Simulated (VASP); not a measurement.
Crystal: Sr2CuSi3.

```
Si Sr Cu
1.0
     0.00000    0.00000    3.78701
     0.00000   -4.23314    0.00000
     6.87324    2.11657   -1.89350
Si Sr Cu
3 2 1
Cartesian
  0.0000 0.0000 0.0000
  2.1266 -2.1166 0.0000
  4.7467 0.0000 1.8935
  4.8401 -2.1166 0.0000
  2.0331 0.0000 1.8935
  0.0000 -2.1166 0.0000
```

Program: VASP 6.6.1. Alike in all runs: task single point; no spin polarisation; cell as given; k mesh 5 × 5 × 5; cutoff (eV) 520; smearing gaussian 0.0182 eV.

Task: Order these runs on this cell by their pressure, lowest first.
A. level LDA; potentials or basis VASP PAW LDA potentials, release 64 (Si, Sr_sv, Cu)
B. level PBE+D4; potentials or basis VASP PAW PBE potentials, release 64 (Si, Sr_sv, Cu)
C. level PBE; potentials or basis VASP PAW PBE potentials, release 64 (Si, Sr_sv, Cu)

Result: A (23.1 GPa), B (26.7 GPa), C (29.6 GPa).

Caveats: an odd number of electrons without spin polarisation forces a metal; a magnetic or distorted state may lie lower; the stress differs along the axes, from 24 to 36 GPa (at least some runs); the stress differs along the axes, from 21 to 34 GPa (at least some runs); the stress differs along the axes, from 17 to 29 GPa (at least some runs).
